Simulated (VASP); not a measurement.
# Bi2S3 (Pnma) in VASP: electric field gradients with PBE

Aim: the electric field gradients of Bi2S3 with PBE.

Program: VASP 6.6.1. These are calculated values, not measurements. Logs are shortened: lines on timing, memory, paths and dates and some standing lists are left out, and cuts for length are marked.

## (1) The cell of the first run

It takes space group Pnma (No. 62, orthorhombic). The conventional cell has a = 10.758 Å, b = 3.883 Å, c = 10.650 Å, α = 90.00°, β = 90.00°, γ = 90.00°. Bi (site symmetry m) has 7 S at 2.66 to 3.01 Å within 3.5 Å. Within 3.4 Å of Bi (site symmetry m) lie 7 S at 2.61 to 3.10 Å. Within 3.4 Å of S (site symmetry m) lie 5 Bi at 2.61 to 2.90 Å. S (site symmetry m) has 5 Bi at 2.66 to 3.10 Å and 6 S at 3.25 to 3.55 Å within 3.6 Å. Within 4.0 Å of S (site symmetry m) lie 5 Bi at 2.70 to 3.72 Å and 10 S at 3.25 to 3.97 Å.

## (2) Electric field gradients, PBE

Input file INCAR:

```
SYSTEM = Bi2S3
PREC     = Accurate       ! precision mode
ENCUT    = 520            ! plane-wave cutoff, eV
EDIFF    = 1E-8           ! SCF threshold, eV
ISMEAR   = -1             ! smearing method
SIGMA    = 0.02           ! smearing width, eV
LREAL    = Auto         
LASPH    = .True.         ! aspherical terms in the spheres
NELM     = 80             ! most SCF steps
ALGO     = Normal         ! electronic algorithm
ISIF     = 2              ! what is computed and relaxed
LWAVE    = .False.        ! write WAVECAR
LCHARG   = .False.        ! write CHGCAR
GGA      = PE             ! functional
LEFG     = .True.       
NBANDS   = 112            ! bands
KPAR     = 4
```

Input file KPOINTS:

```
Automatic mesh
0
Gamma
  3 7 3
  0 0 0
```

Input file POSCAR:

```
Bi2S3
1.0
   10.7580000000      0.0000000000      0.0000000000
    0.0000000000      3.8833000000      0.0000000000
    0.0000000000      0.0000000000     10.6500000000
Bi S
8 12
Direct
    0.9996000000      0.2500000000      0.6744000000
    0.5004000000      0.7500000000      0.1744000000
    0.4996000000      0.2500000000      0.8256000000
    0.0004000000      0.7500000000      0.3256000000
    0.3292000000      0.2500000000      0.4668000000
    0.1708000000      0.7500000000      0.9668000000
    0.8292000000      0.2500000000      0.0332000000
    0.6708000000      0.7500000000      0.5332000000
    0.0523000000      0.2500000000      0.1297000000
    0.4477000000      0.7500000000      0.6297000000
    0.5523000000      0.2500000000      0.3703000000
    0.9477000000      0.7500000000      0.8703000000
    0.3754000000      0.2500000000      0.0599000000
    0.1246000000      0.7500000000      0.5599000000
    0.8754000000      0.2500000000      0.4401000000
    0.6246000000      0.7500000000      0.9401000000
    0.2207000000      0.2500000000      0.7983000000
    0.2793000000      0.7500000000      0.2983000000
    0.7207000000      0.2500000000      0.7017000000
    0.7793000000      0.7500000000      0.2017000000
```

Potentials or basis: VASP PAW PBE potentials, release 64 (Bi_d, S).

Command:

```bash
> cat potpaw_PBE.64/Bi_d/POTCAR potpaw_PBE.64/S/POTCAR > POTCAR
> mpirun -np 4 vasp_std > vasp.out
```

OUTCAR:

```text
SYSTEM = Bi2S3
   PREC = Accurate
   ENCUT = 520
   EDIFF = 1E-8
   ISMEAR = -1
   LREAL = Auto
   LASPH = .True.
   NELM = 80
   ISIF = 2
   GGA = PE

 ion  position               nearest neighbor table
   1  1.000  0.250  0.674-  14 2.66  14 2.66  17 2.72  15 2.83  12 2.90  12 2.90  19 3.01
   2  0.500  0.750  0.174-  13 2.66  13 2.66  18 2.72  16 2.83  11 2.90  11 2.90  20 3.01
   3  0.500  0.250  0.826-  16 2.66  16 2.66  19 2.72  13 2.83  10 2.90  10 2.90  17 3.01
   4  0.000  0.750  0.326-  15 2.66  15 2.66  20 2.72  14 2.83   9 2.90   9 2.90  18 3.01
   5  0.329  0.250  0.467-  11 2.61  18 2.70  18 2.70  10 2.90  10 2.90  14 3.10  14 3.10
   6  0.171  0.750  0.967-  12 2.61  17 2.70  17 2.70   9 2.90   9 2.90  13 3.10  13 3.10
   7  0.829  0.250  0.033-   9 2.61  20 2.70  20 2.70  12 2.90  12 2.90  16 3.10  16 3.10
   8  0.671  0.750  0.533-  10 2.61  19 2.70  19 2.70  11 2.90  11 2.90  15 3.10  15 3.10
   9  0.052  0.250  0.130-   7 2.61   6 2.90   6 2.90   4 2.90   4 2.90
  10  0.448  0.750  0.630-   8 2.61   5 2.90   5 2.90   3 2.90   3 2.90
  11  0.552  0.250  0.370-   5 2.61   8 2.90   8 2.90   2 2.90   2 2.90
  12  0.948  0.750  0.870-   6 2.61   7 2.90   7 2.90   1 2.90   1 2.90
  13  0.375  0.250  0.060-   2 2.66   2 2.66   3 2.83   6 3.10   6 3.10
  14  0.125  0.750  0.560-   1 2.66   1 2.66   4 2.83   5 3.10   5 3.10
  15  0.875  0.250  0.440-   4 2.66   4 2.66   1 2.83   8 3.10   8 3.10
  16  0.625  0.750  0.940-   3 2.66   3 2.66   2 2.83   7 3.10   7 3.10
  17  0.221  0.250  0.798-   6 2.70   6 2.70   1 2.72   3 3.01
  18  0.279  0.750  0.298-   5 2.70   5 2.70   2 2.72   4 3.01
  19  0.721  0.250  0.702-   8 2.70   8 2.70   3 2.72   1 3.01
  20  0.779  0.750  0.202-   7 2.70   7 2.70   4 2.72   2 3.01

  LATTYP: Found a simple orthorhombic cell.
 ALAT       =     3.8833000000
 B/A-ratio  =     2.7425128113
 C/A-ratio  =     2.7703242088

  Lattice vectors:

 A1 = (   0.0000000000,   3.8833000000,   0.0000000000)
 A2 = (   0.0000000000,   0.0000000000,  10.6500000000)
 A3 = (  10.7580000000,   0.0000000000,   0.0000000000)

Analysis of symmetry for initial positions (statically):
=====================================================================
 Subroutine PRICEL returns:
 Original cell was already a primitive cell.

 Routine SETGRP: Setting up the symmetry group for a
 simple orthorhombic supercell.

 Subroutine GETGRP returns: Found  8 space group operations
 (whereof  2 operations were pure point group operations)
 out of a pool of  8 trial point group operations.

The static configuration has the point symmetry S_2 .
 The point group associated with its full space group is D_2h.

Analysis of symmetry for dynamics (positions and initial velocities):
=====================================================================
 Subroutine PRICEL returns:
 Original cell was already a primitive cell.

 Routine SETGRP: Setting up the symmetry group for a
 simple orthorhombic supercell.

 Subroutine GETGRP returns: Found  8 space group operations
 (whereof  2 operations were pure point group operations)
 out of a pool of  8 trial point group operations.

The dynamic configuration has the point symmetry S_2 .
 The point group associated with its full space group is D_2h.

 Subroutine INISYM returns: Found  8 space group operations
 (whereof  2 operations are pure point group operations),
 and found     1 'primitive' translations

----------------------------------------------------------------------------------------

                                     Primitive cell

  volume of cell :     444.9202

  direct lattice vectors                    reciprocal lattice vectors
    10.758000000  0.000000000  0.000000000     0.092954081  0.000000000  0.000000000
     0.000000000  3.883300000  0.000000000     0.000000000  0.257512940  0.000000000
     0.000000000  0.000000000 10.650000000     0.000000000  0.000000000  0.093896714

  length of vectors
    10.758000000  3.883300000 10.650000000     0.092954081  0.257512940  0.093896714

  position of ions in fractional coordinates (direct lattice)
     0.999600000  0.250000000  0.674400000
     0.500400000  0.750000000  0.174400000
     0.499600000  0.250000000  0.825600000
     0.000400000  0.750000000  0.325600000
     0.329200000  0.250000000  0.466800000
[... 111 lines left out ...]
   PSTRESS=    0.0 pullay stress
   NELECT =     192.0000    total number of electrons
   NUPDOWN=      -1.0000    fix difference up-down
   EMIN   =  10.00;   EMAX   =-10.00  energy-range for DOS
   EFERMI =   0.00;   METHOD = LEGACY
   ISMEAR =    -1;   SIGMA  =   0.02  broadening in eV -4-tet -1-fermi 0-gaus
   EFERMI_NEDOS =   21; number of points for ismear=-14 and -15
   IALGO  =     38    algorithm
   IMIX   =      4    mixing-type and parameters
     AMIX     =   0.40;   BMIX     =  1.00
     AMIX_MAG =   1.60;   BMIX_MAG =  1.00
  volume/ion in A,a.u.               =      22.25       150.12
  Fermi-wavevector in a.u.,A,eV,Ry     =   1.237128  2.337832 20.823513  1.530485
  Thomas-Fermi vector in A             =   2.371708
   LORBIT       =      0    0 simple, 1 ext, 2 COOP (PROOUT), +10 PAW based schemes
   GGA     = PE    functional components
   LHFCALC =     F    Hartree Fock is set to
   AEXX    =    0.0000 exact exchange contribution
   IVDW    =     0    specifies the selected vdW correction
   LEPSILON=     F    determine dielectric tensor
   LRPA    =     F    only Hartree local field effects (RPA)
 non-spin polarized calculation
  energy-cutoff  :      520.00
  volume of cell :      444.92
 maximum number of plane-waves:     12014
   NGX = 41   NGY = 15   NGZ = 39

 number of electron     191.9999991 magnetization

 Free energy of the ion-electron system (eV)
  ---------------------------------------------------
  ext. energy  EPLUGINS =         0.00000000
  ---------------------------------------------------
  free energy    TOTEN  =       -85.91135571 eV

  energy without entropy =      -85.91135571  energy(sigma->0) =      -85.91135571

 E-fermi :   7.2764     XC(G=0): -10.3399

 val. band max:        6.8144338458   @ k =   0.0000   0.0000   0.0000
 cond. band min:       7.9008508693   @ k =   0.0000   0.0000   0.0000
 fundamental gap:      1.0864170236
 Fermi energy:         7.2763857781

 k-point     1 :       0.0000    0.0000    0.0000
  band No.  band energies     occupation
      1     -15.8677      2.00000
      2     -15.8647      2.00000
      3     -15.8604      2.00000
      4     -15.8601      2.00000
      5     -15.8546      2.00000
      6     -15.8520      2.00000
[... 1765 lines left out ...]
    107      10.5473      0.00000
    108      10.7413      0.00000
 [bands above 108 left out]

------------------------ aborting loop because EDIFF is reached ----------------------------------------

  FORCE on cell =-STRESS in cart. coord.  units (eV):
  Direction    XX          YY          ZZ          XY          YZ          ZX
  --------------------------------------------------------------------------------------
  -------------------------------------------------------------------------------------
  Total       26.1396677     25.9529388     25.2342454      0.0000000      0.0000000      0.0000000
  in kB       94.1301073     93.4576884     90.8696412      0.0000000      0.0000000      0.0000000
  external PRESSURE =      92.8191456 kB  Pullay stress =       0.0000000 kB

 VOLUME and BASIS-vectors are now :
 -----------------------------------------------------------------------------
  energy-cutoff  :      520.00
  volume of cell :      444.92
      direct lattice vectors                 reciprocal lattice vectors
    10.758000000  0.000000000  0.000000000     0.092954081  0.000000000  0.000000000
     0.000000000  3.883300000  0.000000000     0.000000000  0.257512940  0.000000000
     0.000000000  0.000000000 10.650000000     0.000000000  0.000000000  0.093896714

 POSITION                                       TOTAL-FORCE (eV/Angst)
 -----------------------------------------------------------------------------------
     10.75370      0.97083      7.18236        -0.306494     -0.000000      0.125130
      5.38330      2.91248      1.85736         0.306494      0.000000      0.125130
      5.37470      0.97083      8.79264        -0.306494     -0.000000     -0.125130
      0.00430      2.91248      3.46764         0.306494     -0.000000     -0.125130
      3.54153      0.97083      4.97142        -0.180299     -0.000000      0.232452
      1.83747      2.91248     10.29642         0.180299     -0.000000      0.232452
[... 12 lines left out ...]
      7.75329      0.97083      7.47311         0.202971     -0.000000      0.077207
      8.38371      2.91248      2.14811        -0.202971     -0.000000      0.077207
 -----------------------------------------------------------------------------------
    total drift:                                0.000000     -0.000000      0.000000

  FREE ENERGIE OF THE ION-ELECTRON SYSTEM (eV)
  ---------------------------------------------------
  free  energy   TOTEN  =       -85.9113557052 eV

  energy  without entropy=      -85.9113557052  energy(sigma->0) =      -85.91135571

 Electric field gradients (V/A^2)
---------------------------------------------------------------------
 ion       V_xx      V_yy      V_zz      V_xy      V_xz      V_yz
---------------------------------------------------------------------
   1      -7.449    -9.717    17.166     0.000    -2.636    -0.000
   2      -7.449    -9.717    17.166    -0.000     2.636     0.000
   3      -7.449    -9.717    17.166    -0.000     2.636     0.000
   4      -7.449    -9.717    17.166     0.000    -2.636     0.000
   5     -23.836    72.605   -48.768    -0.000   110.324    -0.000
   6     -23.836    72.605   -48.768    -0.000  -110.324     0.000
[... 12 lines left out ...]
  19     -10.801    13.357    -2.557     0.000    -2.668    -0.000
  20     -10.801    13.357    -2.557     0.000     2.668    -0.000
---------------------------------------------------------------------

 Electric field gradients after diagonalization (V/A^2)
 (convention: |V_zz| > |V_xx| > |V_yy|)
----------------------------------------------------------------------
 ion       V_xx      V_yy      V_zz     asymmetry (V_yy - V_xx)/ V_zz
----------------------------------------------------------------------
   1      -9.717    -7.728    17.445       0.114
   2      -9.717    -7.728    17.445       0.114
   3      -9.717    -7.728    17.445       0.114
   4      -9.717    -7.728    17.445       0.114
   5      74.724    72.605  -147.329       0.014
   6      74.724    72.605  -147.329       0.014
[... 12 lines left out ...]
  19     -11.589    -1.769    13.357       0.735
  20     -11.589    -1.769    13.357       0.735
----------------------------------------------------------------------

           NMR quadrupolar parameters

 Cq : quadrupolar parameter    Cq=e*Q*V_zz/h
 eta: asymmetry parameters     (V_yy - V_xx)/ V_zz
 Q  : nuclear electric quadrupole moment in mb (millibarn)
----------------------------------------------------------------------
 ion       Cq(MHz)       eta       Q (mb)
----------------------------------------------------------------------
   1       0.042       0.114       1.000
   2       0.042       0.114       1.000
   3       0.042       0.114       1.000
   4       0.042       0.114       1.000
   5      -0.356       0.014       1.000
   6      -0.356       0.014       1.000
[... 12 lines left out ...]
  19       0.032       0.735       1.000
  20       0.032       0.735       1.000
----------------------------------------------------------------------
```

It took 12 min on 4 MPI ranks of Oxide Virtual Turin-like, shared host; peak memory 0.75 GiB.

What came out:

| Quantity | Value |
| --- | --- |
| Free energy | -85.9114 eV |
| Pressure | 9.3 GPa |
| Largest force | 0.331 eV/Å |
| Band gap on the k mesh | 1.09 eV |
| Largest electric field gradient by atom | Bi +17.4, -147.3 (each value once); S -28.4, -63.0, +13.4 (each value once) V/Å² |

Forces on the atoms (eV/Å):
```
Bi  -0.306  0.000  0.125
Bi   0.306  0.000  0.125
Bi  -0.306  0.000 -0.125
Bi   0.306  0.000 -0.125
Bi  -0.180  0.000  0.232
Bi   0.180  0.000  0.232
Bi  -0.180  0.000 -0.232
Bi   0.180  0.000 -0.232
S    0.172  0.000  0.082
S   -0.172  0.000  0.082
S    0.172  0.000 -0.082
S   -0.172  0.000 -0.082
S   -0.203  0.000 -0.157
S    0.203  0.000 -0.157
S   -0.203  0.000  0.157
S    0.203  0.000  0.157
S    0.203  0.000 -0.077
S   -0.203  0.000 -0.077
S    0.203  0.000  0.077
S   -0.203  0.000  0.077
```

Levels at points of the mesh, in eV from the valence-band top:
```tsv
k point	band 94	band 95	band 96	band 97	band 98	band 99
(0.00, 0.00, 0.00)	-0.29	-0.22	0.00	1.09	1.85	1.95
```

Electric field gradients, principal values (V/Å²):
| atom | least | middle | greatest (by size) |
| --- | --- | --- | --- |
| 1 Bi | -7.728 | -9.717 | 17.445 |
| 2 Bi | -7.728 | -9.717 | 17.445 |
| 3 Bi | -7.728 | -9.717 | 17.445 |
| 4 Bi | -7.728 | -9.717 | 17.445 |
| 5 Bi | 72.605 | 74.724 | -147.329 |
| 6 Bi | 72.605 | 74.724 | -147.329 |
| 7 Bi | 72.605 | 74.724 | -147.329 |
| 8 Bi | 72.605 | 74.724 | -147.329 |
| 9 S | 2.987 | 25.372 | -28.359 |
| 10 S | 2.987 | 25.372 | -28.359 |
| 11 S | 2.987 | 25.372 | -28.359 |
| 12 S | 2.987 | 25.372 | -28.359 |
| 13 S | 30.202 | 32.829 | -63.031 |
| 14 S | 30.202 | 32.829 | -63.031 |
| 15 S | 30.202 | 32.829 | -63.031 |
| 16 S | 30.202 | 32.829 | -63.031 |
| 17 S | -1.769 | -11.589 | 13.357 |
| 18 S | -1.769 | -11.589 | 13.357 |
| 19 S | -1.769 | -11.589 | 13.357 |
| 20 S | -1.769 | -11.589 | 13.357 |

Caveat: the cell stands under pressure; without QUAD_EFG the Cq values of the log hold for a quadrupole moment of 1 mb, not for the nuclei; spin-orbit coupling is left out, which moves the levels of the heavy elements. A hybrid or GW would open this gap; PBE tends to underestimate it.
